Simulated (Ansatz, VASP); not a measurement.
**Hf2H5: VASP beside Ansatz**

```
Hf H
1.0
     4.36842    0.00000    0.00000
     0.00000    4.36842    0.00000
     0.00000    0.00000    3.04782
Hf H
2 5
Cartesian
  2.1842 0.0000 1.1281
  0.0000 2.1842 1.1281
  0.0000 0.0000 1.1214
  1.1311 1.1311 2.6532
  3.2373 3.2373 2.6532
  3.2373 1.1311 2.6532
  1.1311 3.2373 2.6532
```

Alike in both runs: functional PBE; k mesh 4 × 4 × 3; occupations gaussian, width 0.2 eV; no spin polarisation.

Ansatz relaxed the structure, and its values are those at the end. VASP's run is a single point on that final structure, the one shown.

|  | VASP | Ansatz |
| --- | --- | --- |
| version | VASP 6.6.1 | Ansatz 0.2.0 |
| potentials or method | VASP PAW PBE potentials, release 64 (Hf_pv, H), cutoff 520 eV | scalar-relativistic, plane waves, PAW |
| valence electrons in the cell | 25 | 57 |

|  | VASP | Ansatz | Ansatz less VASP |
| --- | --- | --- | --- |
| gap on the k mesh at the Fermi level (eV) | none | none | - |
| pressure (GPa) | -0.4 | 0.3 | +0.78 |
| rms of the force components (eV/Å) | 0.005 | 0.005 | -0.0001 |

A gap of «none» marks a metal or a gap that the smearing closes. With one functional, cell and mesh, what is left measures potentials, basis and numerics. VASP's potentials hold 25 valence electrons a cell and Ansatz's 57, so a difference there can come from the potentials and not from the codes.

The k mesh is coarse, so the values compare programs but aren't converged. Neither program's run includes spin-orbit coupling.
